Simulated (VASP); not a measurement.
# BN (Fmm2) in VASP: further runs, part 2 of 3

VASP 6.6.1. Earlier steps stand in the parts before.

### 3 Single point, PBEsol

INCAR reads:

```
PREC = Accurate
ENCUT = 600
EDIFF = 1E-6
ISMEAR = 0
SIGMA = 0.01
LREAL = False
LASPH = True
NELM = 120
ALGO = Normal
ISIF = 2
LWAVE = False
LCHARG = False
GGA = PS
NBANDS = 11
GGA_COMPAT = False
```

KPOINTS reads:

```
regular mesh
0
Gamma
  6 6 6
```

POSCAR reads:

```
BN
1.0
    4.1120780000      0.0000000000      0.0000000000
    1.1410171286      2.2263451715      0.0000000000
    2.9710606487     -0.8190325536      2.0702171075
B N
1 1
Direct
    0.0000490000      0.0000490000      0.9999510000
    0.6666510000      0.6666510000      0.3333490000
```

Potentials or basis: VASP PAW PBE potentials, release 64 (B, N).

Run with:

```bash
$ cat potpaw_PBE.64/B/POTCAR potpaw_PBE.64/N/POTCAR > POTCAR
$ mpirun -np 1 vasp_std > vasp.out
```

OUTCAR:

```text
PREC = Accurate
   ENCUT = 600
   EDIFF = 1E-6
   ISMEAR = 0
   LREAL = False
   LASPH = True
   NELM = 120
   ISIF = 2
   GGA = PS

 ion  position               nearest neighbor table
   1  0.000  0.000  1.000-   2 1.44   2 1.44   2 1.44
   2  0.667  0.667  0.333-   1 1.44   1 1.44   1 1.44

  LATTYP: Found a face centered orthorhombic cell.
 ALAT       =     2.5032634054
 B/A-ratio  =     1.7306139458
 C/A-ratio  =     2.7926073434

  Lattice vectors:

 A1 = (   4.1120780000,   0.0000000000,   0.0000000000)
 A2 = (   2.9710608714,  -2.2263451715,   0.0000000000)
 A3 = (   1.1410173513,   0.8190325536,  -2.0702171075)

Analysis of symmetry for initial positions (statically):
=====================================================================
 Subroutine PRICEL returns:
 Original cell was already a primitive cell.

 Routine SETGRP: Setting up the symmetry group for a
 face centered orthorhombic supercell.

 Subroutine GETGRP returns: Found  4 space group operations
 (whereof  4 operations were pure point group operations)
 out of a pool of  8 trial point group operations.

The static configuration has the point symmetry C_2v.

Analysis of symmetry for dynamics (positions and initial velocities):
=====================================================================
 Subroutine PRICEL returns:
 Original cell was already a primitive cell.

 Routine SETGRP: Setting up the symmetry group for a
 face centered orthorhombic supercell.

 Subroutine GETGRP returns: Found  4 space group operations
 (whereof  4 operations were pure point group operations)
 out of a pool of  8 trial point group operations.

The dynamic configuration has the point symmetry C_2v.

 Subroutine INISYM returns: Found  4 space group operations
 (whereof  4 operations are pure point group operations),
 and found     1 'primitive' translations

----------------------------------------------------------------------------------------

                                     Primitive cell

  volume of cell :      18.9526

  direct lattice vectors                    reciprocal lattice vectors
     4.112078000  0.000000000  0.000000000     0.243186049 -0.124634513 -0.398315819
     1.141017129  2.226345172  0.000000000     0.000000000  0.449166649  0.177702187
     2.971060649 -0.819032554  2.070217107     0.000000000  0.000000000  0.483041125

  length of vectors
     4.112078000  2.501706000  3.712656000     0.483041104  0.483041143  0.483041125

  position of ions in fractional coordinates (direct lattice)
     0.000049000  0.000049000  0.999951000
     0.666651000  0.666651000  0.333349000

  ion indices of the primitive-cell ions
   primitive index   ion index
                 1           1
                 2           2

----------------------------------------------------------------------------------------

 KPOINTS: regular mesh

Automatic generation of k-mesh.
 Grid dimensions read from file:
 generate k-points for:    6    6    6

 Generating k-lattice:

  Cartesian coordinates                     Fractional coordinates (reciprocal lattice)
     0.040531008 -0.020772419 -0.066385970     0.166666667 -0.000000000  0.000000000
     0.000000000  0.074861108  0.029617031     0.000000000  0.166666667  0.000000000
     0.000000000  0.000000000  0.080506854     0.000000000  0.000000000  0.166666667

  Length of vectors
     0.080506851  0.080506857  0.080506854

  Shift w.r.t. Gamma in fractional coordinates (k-lattice)
     0.000000000  0.000000000  0.000000000

 Subroutine IBZKPT returns following result:
 ===========================================

 Found     46 irreducible k-points:

 Following reciprocal coordinates:
            Coordinates               Weight
  0.000000  0.000000  0.000000      1.000000
  0.166667  0.000000  0.000000      8.000000
  0.333333  0.000000  0.000000      8.000000
  0.500000  0.000000  0.000000      4.000000
  0.166667  0.166667  0.000000      2.000000
  0.333333  0.166667  0.000000      8.000000
[... 16 lines left out ...]
 -0.166667  0.166667  0.166667      8.000000
  0.500000  0.333333  0.166667      4.000000
 [... further k-points ...]
   k-points           NKPTS =     46   k-points in BZ     NKDIM =     46   number of bands    NBANDS=     11
   number of dos      NEDOS =    301   number of ions     NIONS =      2
   total plane-waves  NPLWV =  21600
   dimension x,y,z NGX =    36 NGY =   20 NGZ =   30
   dimension x,y,z NGXF=    72 NGYF=   40 NGZF=   60
   ions per type =               1   1
   NGX,Y,Z   is equivalent  to a cutoff of  14.55, 13.29, 13.43 a.u.
   NGXF,Y,Z  is equivalent  to a cutoff of  29.11, 26.58, 26.87 a.u.
 SYSTEM =  unknown system
   PREC   = accura    normal or accurate (medium, high low for compatibility)
   ISTART =      0    job   : 0-new  1-cont  2-samecut
   ICHARG =      2    charge: 1-file 2-atom 10-const
   ISPIN  =      1    spin polarized calculation?
   LNONCOLLINEAR =      F non collinear calculations
   LSORBIT =      F    spin-orbit coupling
   LASPH  =      T    aspherical Exc in radial PAW
   ENCUT  =  600.0 eV  44.10 Ry    6.64 a.u.   8.21  5.00  7.42*2*pi/ulx,y,z
   NELM   =    120;   NELMIN=  2; NELMDL= -5     # of ELM steps
   EDIFF  = 0.1E-05   stopping-criterion for ELM
   LREAL  =      F    real-space projection
   EDIFFG = 0.1E-04   stopping-criterion for IOM
   NSW    =      0    number of steps for IOM
   IBRION =     -1    ionic relax: 0-MD 1-quasi-New 2-CG
   NFREE  =      0    steps in history (QN), initial steepest desc. (CG)
   ISIF   =      2    stress and relaxation
   ISYM   =      2    0-nonsym 1-usesym 2-fastsym
   POTIM  = 0.5000    time-step for ionic-motion
   TEBEG  =    0.0;   TEEND  =   0.0 temperature during run
   PSTRESS=    0.0 pullay stress
   NELECT =       8.0000    total number of electrons
   NUPDOWN=      -1.0000    fix difference up-down
   EMIN   =  10.00;   EMAX   =-10.00  energy-range for DOS
   EFERMI =   0.00;   METHOD = LEGACY
   ISMEAR =     0;   SIGMA  =   0.01  broadening in eV -4-tet -1-fermi 0-gaus
   EFERMI_NEDOS =   21; number of points for ismear=-14 and -15
   IALGO  =     38    algorithm
   IMIX   =      4    mixing-type and parameters
     AMIX     =   0.40;   BMIX     =  1.00
     AMIX_MAG =   1.60;   BMIX_MAG =  1.00
  volume/ion in A,a.u.               =       9.48        63.95
  Fermi-wavevector in a.u.,A,eV,Ry     =   1.228047  2.320672 20.518932  1.508099
  Thomas-Fermi vector in A             =   2.362987
   LORBIT       =      0    0 simple, 1 ext, 2 COOP (PROOUT), +10 PAW based schemes
   GGA     = PS    functional components
   LHFCALC =     F    Hartree Fock is set to
   AEXX    =    0.0000 exact exchange contribution
   IVDW    =     0    specifies the selected vdW correction
   LEPSILON=     F    determine dielectric tensor
   LRPA    =     F    only Hartree local field effects (RPA)
 non-spin polarized calculation
 Gauss-broadening in eV      SIGMA  =   0.01
  energy-cutoff  :      600.00
  volume of cell :       18.95
 maximum number of plane-waves:       650
 NGX is ok and might be reduce to    36
   NGX = 17   NGY =  9   NGZ = 15

 number of electron       8.0000000 magnetization

 Free energy of the ion-electron system (eV)
  ---------------------------------------------------
  ext. energy  EPLUGINS =         0.00000000
  ---------------------------------------------------
  free energy    TOTEN  =       -18.28644517 eV

  energy without entropy =      -18.28644517  energy(sigma->0) =      -18.28644517

 E-fermi :   1.9554     XC(G=0):  -9.9639

 val. band max:        1.8994890322   @ k =   0.5000  -0.3333   0.1667
 cond. band min:       5.6361429118   @ k =   0.0000   0.5000   0.5000
 fundamental gap:      3.7366538796
 Fermi energy:         1.9554156506

 k-point     1 :       0.0000    0.0000    0.0000
  band No.  band energies     occupation
      1     -15.9316      2.00000
      2      -2.6129      2.00000
      3       0.5024      2.00000
      4       0.5095      2.00000
      5       6.5679      0.00000
      6      13.3651      0.00000
      7      13.4261      0.00000
      8      14.8409      0.00000
      9      16.3070      0.00000
     10      27.2596      0.00000
     11      28.4714      0.00000
[... 309 lines left out ...]
 k-point    24 :       0.5000    0.3333    0.1667
  band No.  band energies     occupation
      1     -13.9069      2.00000
      2      -5.1000      2.00000
      3      -1.7602      2.00000
      4      -0.4993      2.00000
      5       9.0403      0.00000
      6      10.8832      0.00000
      7      13.2361      0.00000
      8      18.3516      0.00000
      9      20.4545      0.00000
     10      22.4007      0.00000
     11      25.0033      0.00000

 [... further k-points ...]
[... 5 lines left out ...]
  --------------------------------------------------------------------------------------
  -------------------------------------------------------------------------------------
  Total        0.0319666      0.0984141      0.1099712      0.0470262      0.0146061     -0.0319680
  in kB        2.7023236      8.3195206      9.2965110      3.9754011      1.2347376     -2.7024387
  external PRESSURE =       6.7727851 kB  Pullay stress =       0.0000000 kB

 VOLUME and BASIS-vectors are now :
 -----------------------------------------------------------------------------
  energy-cutoff  :      600.00
  volume of cell :       18.95
      direct lattice vectors                 reciprocal lattice vectors
     4.112078000  0.000000000  0.000000000     0.243186049 -0.124634513 -0.398315819
     1.141017129  2.226345172  0.000000000     0.000000000  0.449166649  0.177702187
     2.971060649 -0.819032554  2.070217107     0.000000000  0.000000000  0.483041125

 POSITION                                       TOTAL-FORCE (eV/Angst)
 -----------------------------------------------------------------------------------
      2.97117     -0.81888      2.07012         0.005014      0.006692     -0.004549
      4.49238      1.21117      0.69010        -0.005014     -0.006692      0.004549
 -----------------------------------------------------------------------------------
    total drift:                               -0.000037     -0.000040      0.000037

  FREE ENERGIE OF THE ION-ELECTRON SYSTEM (eV)
  ---------------------------------------------------
  free  energy   TOTEN  =       -18.2864451722 eV

  energy  without entropy=      -18.2864451722  energy(sigma->0) =      -18.28644517
```

OSZICAR:

```text
N       E                     dE             d eps       ncg     rms          rms(c)
DAV:   1     0.166891095018E+02    0.16689E+02   -0.49019E+03  1028   0.766E+02
DAV:   2    -0.190574369603E+02   -0.35747E+02   -0.33523E+02  1207   0.179E+02
DAV:   3    -0.200391572233E+02   -0.98172E+00   -0.97973E+00  1242   0.266E+01
DAV:   4    -0.200424908612E+02   -0.33336E-02   -0.33335E-02  1143   0.168E+00
DAV:   5    -0.200425044909E+02   -0.13630E-04   -0.13630E-04  1239   0.940E-02    0.781E+00
DAV:   6    -0.184930444023E+02    0.15495E+01   -0.49378E+00  1184   0.129E+01    0.361E+00
DAV:   7    -0.183300761579E+02    0.16297E+00   -0.23672E-01  1170   0.353E+00    0.217E+00
DAV:   8    -0.182858597787E+02    0.44216E-01   -0.11569E-01  1177   0.206E+00    0.239E-01
DAV:   9    -0.182860488081E+02   -0.18903E-03   -0.27089E-03  1105   0.432E-01    0.134E-01
DAV:  10    -0.182864177434E+02   -0.36894E-03   -0.50432E-04  1144   0.167E-01    0.237E-02
DAV:  11    -0.182864447720E+02   -0.27029E-04   -0.47137E-05  1198   0.454E-02    0.201E-02
DAV:  12    -0.182864451722E+02   -0.40013E-06   -0.95543E-06  1146   0.213E-02
   1 F= -.18286445E+02 E0= -.18286445E+02  d E =-.136206E-17
```

Wall time 8.7 s (1 thread of Intel Xeon 6975P-C, shared host); peak memory 0.15 GiB.

What came out:

| Quantity | Value |
| --- | --- |
| Free energy | -18.2864 eV |
| Pressure | 0.7 GPa |
| Largest force | 0.010 eV/Å |
| Band gap on the k mesh | 3.74 eV, indirect (least direct gap 4.49 eV) |

Forces on the atoms (eV/Å):
```
B    0.005  0.007 -0.005
N   -0.005 -0.007  0.005
```

Stress tensor (GPa, compression positive):
```
 0.27  0.40 -0.27
 0.40  0.83  0.12
-0.27  0.12  0.93
```

Caveat: the k points lie up to 0.51 Å⁻¹ apart; the PAW data sets were made with another functional, which shifts forces and pressure a little. PBEsol gaps usually lie below the measured ones, often by a third to a half.

### 4 Single point, PBEsol

INCAR reads:

```
SYSTEM = BN
ALGO = Normal
EDIFF = 1E-6
ENCUT = 600
GGA = PS
GGA_COMPAT = .FALSE.
ISIF = 2
ISMEAR = 0
LASPH = .TRUE.
LCHARG = .TRUE.
LELF = .TRUE.
LREAL = .FALSE.
LVHAR = .TRUE.
LWAVE = .FALSE.
NBANDS = 11
NELM = 120
PREC = Accurate
SIGMA = 0.01
```

KPOINTS reads:

```
k-points
0
G
  8 8 8
  0 0 0
```

POSCAR is that of step 3.

Potentials or basis: VASP PAW PBE potentials, release 64 (B, N).

Run with:

```bash
$ cat potpaw_PBE.64/B/POTCAR potpaw_PBE.64/N/POTCAR > POTCAR
$ mpirun -np 1 vasp_std > vasp.out
```

OUTCAR:

```text
SYSTEM = BN
   EDIFF = 1E-6
   ENCUT = 600
   GGA = PS
   ISIF = 2
   ISMEAR = 0
   LASPH = .TRUE.
   LREAL = .FALSE.
   NELM = 120
   PREC = Accurate

 ion  position               nearest neighbor table
   1  0.000  0.000  1.000-   2 1.44   2 1.44   2 1.44
   2  0.667  0.667  0.333-   1 1.44   1 1.44   1 1.44

  LATTYP: Found a face centered orthorhombic cell.
 ALAT       =     2.5032634054
 B/A-ratio  =     1.7306139458
 C/A-ratio  =     2.7926073434

  Lattice vectors:

 A1 = (   4.1120780000,   0.0000000000,   0.0000000000)
 A2 = (   2.9710608714,  -2.2263451715,   0.0000000000)
 A3 = (   1.1410173513,   0.8190325536,  -2.0702171075)

Analysis of symmetry for initial positions (statically):
=====================================================================
 Subroutine PRICEL returns:
 Original cell was already a primitive cell.

 Routine SETGRP: Setting up the symmetry group for a
 face centered orthorhombic supercell.

 Subroutine GETGRP returns: Found  4 space group operations
 (whereof  4 operations were pure point group operations)
 out of a pool of  8 trial point group operations.

[... 172 lines left out ...]
      1     -15.9316      2.00000
      2      -2.6128      2.00000
      3       0.5021      2.00000
      4       0.5093      2.00000
      5       6.5680      0.00000
      6      13.3649      0.00000
      7      13.4259      0.00000
      8      14.8409      0.00000
      9      16.3070      0.00000
     10      27.2596      0.00000
     11      28.4715      0.00000
[... 309 lines left out ...]
 k-point    24 :       0.3750    0.0000    0.1250
  band No.  band energies     occupation
      1     -14.6716      2.00000
      2      -3.2884      2.00000
      3      -1.9484      2.00000
      4      -1.1267      2.00000
      5       9.5914      0.00000
      6      12.0216      0.00000
      7      13.2558      0.00000
      8      17.8729      0.00000
      9      18.6994      0.00000
     10      22.4595      0.00000
     11      26.7403      0.00000

 [... further k-points ...]

------------------------ aborting loop because EDIFF is reached ----------------------------------------

  FORCE on cell =-STRESS in cart. coord.  units (eV):
  Direction    XX          YY          ZZ          XY          YZ          ZX
  --------------------------------------------------------------------------------------
  -------------------------------------------------------------------------------------
  Total        0.0321335      0.1008952      0.1126697      0.0487963      0.0148809     -0.0331712
  in kB        2.7164347      8.5292582      9.5246302      4.1250323      1.2579686     -2.8041565
  external PRESSURE =       6.9234411 kB  Pullay stress =       0.0000000 kB

 VOLUME and BASIS-vectors are now :
 -----------------------------------------------------------------------------
  energy-cutoff  :      600.00
  volume of cell :       18.95
      direct lattice vectors                 reciprocal lattice vectors
     4.112078000  0.000000000  0.000000000     0.243186049 -0.124634513 -0.398315819
     1.141017129  2.226345172  0.000000000     0.000000000  0.449166649  0.177702187
     2.971060649 -0.819032554  2.070217107     0.000000000  0.000000000  0.483041125

 POSITION                                       TOTAL-FORCE (eV/Angst)
 -----------------------------------------------------------------------------------
      2.97117     -0.81888      2.07012         0.005277      0.007042     -0.004787
      4.49238      1.21117      0.69010        -0.005277     -0.007042      0.004787
 -----------------------------------------------------------------------------------
    total drift:                               -0.000035     -0.000038      0.000035

  FREE ENERGIE OF THE ION-ELECTRON SYSTEM (eV)
  ---------------------------------------------------
  free  energy   TOTEN  =       -18.2866521219 eV

  energy  without entropy=      -18.2866521219  energy(sigma->0) =      -18.28665212
```

OSZICAR:

```text
N       E                     dE             d eps       ncg     rms          rms(c)
DAV:   1     0.181356458909E+02    0.18136E+02   -0.50542E+03  2090   0.771E+02
DAV:   2    -0.189752115832E+02   -0.37111E+02   -0.34641E+02  2519   0.175E+02
DAV:   3    -0.200391491699E+02   -0.10639E+01   -0.10616E+01  2569   0.279E+01
DAV:   4    -0.200426682270E+02   -0.35191E-02   -0.35189E-02  2341   0.172E+00
DAV:   5    -0.200426830848E+02   -0.14858E-04   -0.14858E-04  2527   0.104E-01    0.781E+00
DAV:   6    -0.184933353132E+02    0.15493E+01   -0.49312E+00  2511   0.129E+01    0.361E+00
DAV:   7    -0.183302223563E+02    0.16311E+00   -0.23481E-01  2420   0.353E+00    0.217E+00
DAV:   8    -0.182860358697E+02    0.44186E-01   -0.11536E-01  2450   0.206E+00    0.239E-01
DAV:   9    -0.182862585668E+02   -0.22270E-03   -0.27255E-03  2315   0.431E-01    0.132E-01
DAV:  10    -0.182866250837E+02   -0.36652E-03   -0.50439E-04  2362   0.166E-01    0.239E-02
DAV:  11    -0.182866518199E+02   -0.26736E-04   -0.48050E-05  2450   0.457E-02    0.202E-02
DAV:  12    -0.182866521219E+02   -0.30196E-06   -0.98509E-06  2350   0.216E-02
   1 F= -.18286652E+02 E0= -.18286652E+02  d E =-.145544E-78
```

Run time: 21 s. Hardware: 1 thread of Intel Xeon 6975P-C, shared host; peak memory 0.16 GiB.

Results:

| Quantity | Value |
| --- | --- |
| Free energy | -18.2867 eV |
| Pressure | 0.7 GPa |
| Largest force | 0.010 eV/Å |
| Band gap on the k mesh | 3.71 eV, indirect (least direct gap 4.74 eV) |

Forces in eV/Å, atoms in the order of the input:
```
B    0.005  0.007 -0.005
N   -0.005 -0.007  0.005
```

Caveat: the PAW data sets were made with another functional, which shifts forces and pressure a little.

(Continued in part 3 of 3.)
